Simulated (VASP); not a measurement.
# BaTiO3 (Amm2) in VASP: single point with PBEsol

Aim: the single point of BaTiO3 with PBEsol.

Everything below comes from runs of VASP 6.6.1. Logs are shortened: lines on timing, memory, paths and dates and some standing lists are left out, and cuts for length are marked.

**1. The cell of the first run**

Symmetry: Amm2, No. 38, orthorhombic system. Conventional cell: a = 4.010 Å, b = 5.712 Å, c = 5.729 Å, α = 90.00°, β = 90.00°, γ = 90.00°. Ba (site symmetry mm2) has 12 O at 2.82 to 2.91 Å and 8 Ti at 3.46 to 3.53 Å within 3.7 Å. Ti (site symmetry mm2) has 6 O at 1.97 to 2.08 Å within 2.6 Å. O (site symmetry mm2) has 2 Ti at 2.01 Å within 2.7 Å. Within 2.6 Å of O (site symmetry m) lie 2 Ti at 1.97 to 2.08 Å.

**2. Single point, PBEsol**

Contents of INCAR:

```
SYSTEM = BaTiO3
PREC = Accurate
ENCUT = 520
EDIFF = 1E-7
ISMEAR = -1
SIGMA = 0.1
LREAL = .False.
LASPH = .True.
NELM = 60
ALGO = Normal
ISIF = 2
LWAVE = .False.
LCHARG = .True.
GGA = PS
LELF = .True.
LVHAR = .True.
NBANDS = 28
```

Contents of KPOINTS:

```
Automatic mesh
0
Gamma
  6 6 6
  0 0 0
```

Contents of POSCAR:

```
BaTiO3
1.0
   -4.0104677400      0.0000000000      0.0000000000
    0.0000000000     -2.8558262900      2.8646342000
    0.0000000000      2.8558262900      2.8646342000
Ba Ti O
1 1 3
Direct
    0.0000000000      0.0000000000      0.0000000000
    0.5000000000      0.5079000000      0.5079000000
    0.0000000000      0.4921000000      0.4921000000
    0.5000000000      0.9937100000      0.5025100000
    0.5000000000      0.5025100000      0.9937100000
```

Potentials or basis: VASP PAW PBE potentials, release 64 (Ba_sv, Ti_sv, O).

On the command line:

```
$ cat potpaw_PBE.64/Ba_sv/POTCAR potpaw_PBE.64/Ti_sv/POTCAR potpaw_PBE.64/O/POTCAR > POTCAR
$ mpirun -np 1 vasp_std > vasp.out
```

OUTCAR:

```text
SYSTEM = BaTiO3
   PREC = Accurate
   ENCUT = 520
   EDIFF = 1E-7
   ISMEAR = -1
   LREAL = .False.
   LASPH = .True.
   NELM = 60
   ISIF = 2
   GGA = PS

 ion  position               nearest neighbor table
   1  0.000  0.000  0.000-   3 2.82   4 2.84   5 2.84   4 2.84   5 2.84   5 2.86   4 2.86   4 2.86
                             5 2.86   3 2.86   3 2.86   3 2.91   2 3.46   2 3.46   2 3.49   2 3.49
   2  0.500  0.508  0.508-   4 1.97   5 1.97   3 2.01   3 2.01   4 2.08   5 2.08   1 3.46   1 3.46
                             1 3.49   1 3.49   1 3.49   1 3.49   1 3.53   1 3.53
   3  0.000  0.492  0.492-   2 2.01   2 2.01   1 2.82   1 2.86   1 2.86   1 2.91
   4  0.500  0.994  0.503-   2 1.97   2 2.08   1 2.84   1 2.84   1 2.86   1 2.86
   5  0.500  0.503  0.994-   2 1.97   2 2.08   1 2.84   1 2.84   1 2.86   1 2.86

  LATTYP: Found a base centered orthorhombic cell.
 ALAT       =     5.7116525800
 B/A-ratio  =     1.0030841897
 C/A-ratio  =     0.7021554067

  Lattice vectors:

 A1 = (   0.0000000000,  -2.8558262900,  -2.8646342000)
 A2 = (   0.0000000000,  -2.8558262900,   2.8646342000)
 A3 = (  -4.0104677400,   0.0000000000,   0.0000000000)

Analysis of symmetry for initial positions (statically):
=====================================================================
 Subroutine PRICEL returns:
 Original cell was already a primitive cell.

 Routine SETGRP: Setting up the symmetry group for a
 base centered orthorhombic supercell.

 Subroutine GETGRP returns: Found  4 space group operations
 (whereof  4 operations were pure point group operations)
 out of a pool of  8 trial point group operations.

The static configuration has the point symmetry C_2v.

Analysis of symmetry for dynamics (positions and initial velocities):
=====================================================================
 Subroutine PRICEL returns:
 Original cell was already a primitive cell.

 Routine SETGRP: Setting up the symmetry group for a
 base centered orthorhombic supercell.

 Subroutine GETGRP returns: Found  4 space group operations
 (whereof  4 operations were pure point group operations)
 out of a pool of  8 trial point group operations.

The dynamic configuration has the point symmetry C_2v.

 Subroutine INISYM returns: Found  4 space group operations
 (whereof  4 operations are pure point group operations),
 and found     1 'primitive' translations

----------------------------------------------------------------------------------------

                                     Primitive cell

  volume of cell :      65.6185

  direct lattice vectors                    reciprocal lattice vectors
    -4.010467740  0.000000000  0.000000000    -0.249347474  0.000000000  0.000000000
     0.000000000 -2.855826290  2.864634200     0.000000000 -0.175080677  0.174542355
     0.000000000  2.855826290  2.864634200     0.000000000  0.175080677  0.174542355

  length of vectors
     4.010467740  4.044981199  4.044981199     0.249347474  0.247221110  0.247221110

  position of ions in fractional coordinates (direct lattice)
     0.000000000  0.000000000  0.000000000
     0.500000000  0.507900000  0.507900000
     0.000000000  0.492100000  0.492100000
     0.500000000  0.993710000  0.502510000
     0.500000000  0.502510000  0.993710000

  ion indices of the primitive-cell ions
   primitive index   ion index
                 1           1
                 2           2
                 3           3
                 4           4
                 5           5

----------------------------------------------------------------------------------------

 KPOINTS: Automatic mesh

Automatic generation of k-mesh.
 Grid dimensions read from file:
 generate k-points for:    6    6    6

 Generating k-lattice:

  Cartesian coordinates                     Fractional coordinates (reciprocal lattice)
    -0.041557912  0.000000000  0.000000000     0.166666667  0.000000000  0.000000000
     0.000000000 -0.029180113  0.029090393     0.000000000  0.166666667 -0.000000000
     0.000000000  0.029180113  0.029090393     0.000000000 -0.000000000  0.166666667

  Length of vectors
     0.041557912  0.041203518  0.041203518

  Shift w.r.t. Gamma in fractional coordinates (k-lattice)
     0.000000000  0.000000000  0.000000000

 Subroutine IBZKPT returns following result:
 ===========================================

 Found     52 irreducible k-points:

 Following reciprocal coordinates:
            Coordinates               Weight
  0.000000  0.000000  0.000000      1.000000
  0.166667  0.000000  0.000000      2.000000
  0.333333  0.000000  0.000000      2.000000
  0.500000  0.000000  0.000000      1.000000
  0.000000  0.166667  0.000000      4.000000
  0.166667  0.166667  0.000000      8.000000
[... 16 lines left out ...]
  0.333333  0.333333  0.166667      8.000000
  0.500000  0.333333  0.166667      4.000000
 [... further k-points ...]
   k-points           NKPTS =     52   k-points in BZ     NKDIM =     52   number of bands    NBANDS=     28
   number of dos      NEDOS =    301   number of ions     NIONS =      5
   total plane-waves  NPLWV =  27000
   dimension x,y,z NGX =    30 NGY =   30 NGZ =   30
   dimension x,y,z NGXF=    60 NGYF=   60 NGZF=   60
   ions per type =               1   1   3
   NGX,Y,Z   is equivalent  to a cutoff of  12.44, 12.33, 12.33 a.u.
   NGXF,Y,Z  is equivalent  to a cutoff of  24.87, 24.66, 24.66 a.u.
 SYSTEM =  BaTiO3
   PREC   = accura    normal or accurate (medium, high low for compatibility)
   ISTART =      0    job   : 0-new  1-cont  2-samecut
   ICHARG =      2    charge: 1-file 2-atom 10-const
   ISPIN  =      1    spin polarized calculation?
   LNONCOLLINEAR =      F non collinear calculations
   LSORBIT =      F    spin-orbit coupling
   LASPH  =      T    aspherical Exc in radial PAW
   ENCUT  =  520.0 eV  38.22 Ry    6.18 a.u.   7.46  7.52  7.52*2*pi/ulx,y,z
   NELM   =     60;   NELMIN=  2; NELMDL= -5     # of ELM steps
   EDIFF  = 0.1E-06   stopping-criterion for ELM
   LREAL  =      F    real-space projection
   EDIFFG = 0.1E-05   stopping-criterion for IOM
   NSW    =      0    number of steps for IOM
   IBRION =     -1    ionic relax: 0-MD 1-quasi-New 2-CG
   NFREE  =      0    steps in history (QN), initial steepest desc. (CG)
   ISIF   =      2    stress and relaxation
   ISYM   =      2    0-nonsym 1-usesym 2-fastsym
   POTIM  = 0.5000    time-step for ionic-motion
   TEBEG  =    0.0;   TEEND  =   0.0 temperature during run
   PSTRESS=    0.0 pullay stress
   NELECT =      40.0000    total number of electrons
   NUPDOWN=      -1.0000    fix difference up-down
   EMIN   =  10.00;   EMAX   =-10.00  energy-range for DOS
   EFERMI =   0.00;   METHOD = LEGACY
   ISMEAR =    -1;   SIGMA  =   0.10  broadening in eV -4-tet -1-fermi 0-gaus
   EFERMI_NEDOS =   21; number of points for ismear=-14 and -15
   IALGO  =     38    algorithm
   IMIX   =      4    mixing-type and parameters
     AMIX     =   0.40;   BMIX     =  1.00
     AMIX_MAG =   1.60;   BMIX_MAG =  1.00
  volume/ion in A,a.u.               =      13.12        88.56
  Fermi-wavevector in a.u.,A,eV,Ry     =   1.388096  2.623121 26.215848  1.926810
  Thomas-Fermi vector in A             =   2.512255
   LORBIT       =      0    0 simple, 1 ext, 2 COOP (PROOUT), +10 PAW based schemes
   GGA     = PS    functional components
   LHFCALC =     F    Hartree Fock is set to
   AEXX    =    0.0000 exact exchange contribution
   IVDW    =     0    specifies the selected vdW correction
   LEPSILON=     F    determine dielectric tensor
   LRPA    =     F    only Hartree local field effects (RPA)
 non-spin polarized calculation
  energy-cutoff  :      520.00
  volume of cell :       65.62
 maximum number of plane-waves:      1791
 NGX is ok and might be reduce to    30
   NGX = 15   NGY = 15   NGZ = 15

 number of electron      39.9999989 magnetization

 Free energy of the ion-electron system (eV)
  ---------------------------------------------------
  ext. energy  EPLUGINS =         0.00000000
  ---------------------------------------------------
  free energy    TOTEN  =       -41.94483864 eV

  energy without entropy =      -41.94479416  energy(sigma->0) =      -41.94481640

 E-fermi :   4.4152     XC(G=0): -11.3940

 val. band max:        3.5151063252   @ k =   0.5000   0.5000   0.5000
 cond. band min:       5.2227362011   @ k =   0.0000   0.0000   0.0000
 fundamental gap:      1.7076298760
 Fermi energy:         4.4152303222

 k-point     1 :       0.0000    0.0000    0.0000
  band No.  band energies     occupation
      1     -52.9147      2.00000
      2     -29.2335      2.00000
      3     -29.2316      2.00000
      4     -29.2274      2.00000
      5     -21.3033      2.00000
      6     -13.2485      2.00000
[... 20 lines left out ...]
     27       8.4478      0.00000
     28      10.4411      0.00000

 k-point     2 :       0.1667    0.0000    0.0000
  band No.  band energies     occupation
      1     -52.9145      2.00000
      2     -29.2402      2.00000
      3     -29.2330      2.00000
      4     -29.2310      2.00000
      5     -21.2756      2.00000
      6     -13.2554      2.00000
[... 20 lines left out ...]
     27       8.9535      0.00000
     28      11.1104      0.00000

 k-point     3 :       0.3333    0.0000    0.0000
  band No.  band energies     occupation
      1     -52.9140      2.00000
      2     -29.2658      2.00000
      3     -29.2320      2.00000
      4     -29.2301      2.00000
      5     -21.2193      2.00000
      6     -13.3565      2.00000
[... 20 lines left out ...]
     27      10.1487      0.00000
     28      11.6229      0.00000

 k-point     4 :       0.5000    0.0000    0.0000
  band No.  band energies     occupation
      1     -52.9137      2.00000
      2     -29.2784      2.00000
      3     -29.2315      2.00000
      4     -29.2295      2.00000
      5     -21.1905      2.00000
      6     -13.4319      2.00000
[... 578 lines left out ...]
     27      10.8185      0.00000
     28      11.7908      0.00000

 k-point    23 :       0.3333    0.3333    0.1667
  band No.  band energies     occupation
      1     -52.9131      2.00000
      2     -29.2646      2.00000
      3     -29.2631      2.00000
      4     -29.2410      2.00000
      5     -21.1447      2.00000
      6     -12.9859      2.00000
[... 20 lines left out ...]
     27      11.5843      0.00000
     28      11.6367      0.00000

 k-point    24 :       0.5000    0.3333    0.1667
  band No.  band energies     occupation
      1     -52.9128      2.00000
      2     -29.2756      2.00000
      3     -29.2638      2.00000
      4     -29.2404      2.00000
      5     -21.1242      2.00000
      6     -12.9176      2.00000
[... 20 lines left out ...]
     27      11.5203      0.00000
     28      11.9072      0.00000

 [... further k-points ...]
[... 5 lines left out ...]
  --------------------------------------------------------------------------------------
  -------------------------------------------------------------------------------------
  Total       -2.0740712     -2.3107856     -2.5878213      0.0000000      0.0000000      0.0000000
  in kB      -50.6416983    -56.4214505    -63.1857111      0.0000000      0.0000000      0.0000000
  external PRESSURE =     -56.7496199 kB  Pullay stress =       0.0000000 kB

 VOLUME and BASIS-vectors are now :
 -----------------------------------------------------------------------------
  energy-cutoff  :      520.00
  volume of cell :       65.62
      direct lattice vectors                 reciprocal lattice vectors
    -4.010467740  0.000000000  0.000000000    -0.249347474  0.000000000  0.000000000
     0.000000000 -2.855826290  2.864634200     0.000000000 -0.175080677  0.174542355
     0.000000000  2.855826290  2.864634200     0.000000000  0.175080677  0.174542355

 POSITION                                       TOTAL-FORCE (eV/Angst)
 -----------------------------------------------------------------------------------
      0.00000      0.00000      0.00000         0.000000      0.000000      0.086107
     -2.00523      0.00000      2.90990         0.000000      0.000000      0.274515
      0.00000      0.00000      2.81937         0.000000      0.000000      0.105062
     -2.00523     -1.40278      4.28612         0.000000      0.069532     -0.232842
     -2.00523      1.40278      4.28612         0.000000     -0.069532     -0.232842
 -----------------------------------------------------------------------------------
    total drift:                               -0.000000      0.000000     -0.000233

  FREE ENERGIE OF THE ION-ELECTRON SYSTEM (eV)
  ---------------------------------------------------
  free  energy   TOTEN  =       -41.9448386353 eV

  energy  without entropy=      -41.9447941553  energy(sigma->0) =      -41.94481640
```

It took 1.7 min on 1 thread of AMD EPYC 7R13 (Zen 3), shared host; peak memory 0.2 GiB.

What came out:

| Quantity | Value |
| --- | --- |
| Free energy | -41.9448 eV |
| Pressure | -5.7 GPa |
| Largest force | 0.275 eV/Å |
| Band gap on the k mesh | 1.71 eV, indirect (least direct gap 1.90 eV) |

Forces in eV/Å, atoms in the order of the input:
```
Ba   0.000  0.000  0.086
Ti   0.000  0.000  0.275
O    0.000  0.000  0.105
O    0.000  0.070 -0.233
O    0.000 -0.070 -0.233
```

Caveat: the PAW data sets were made with another functional, which shifts forces and pressure a little; spin-orbit coupling is left out, which moves the levels of the heavy elements. A k mesh can miss the band edges.
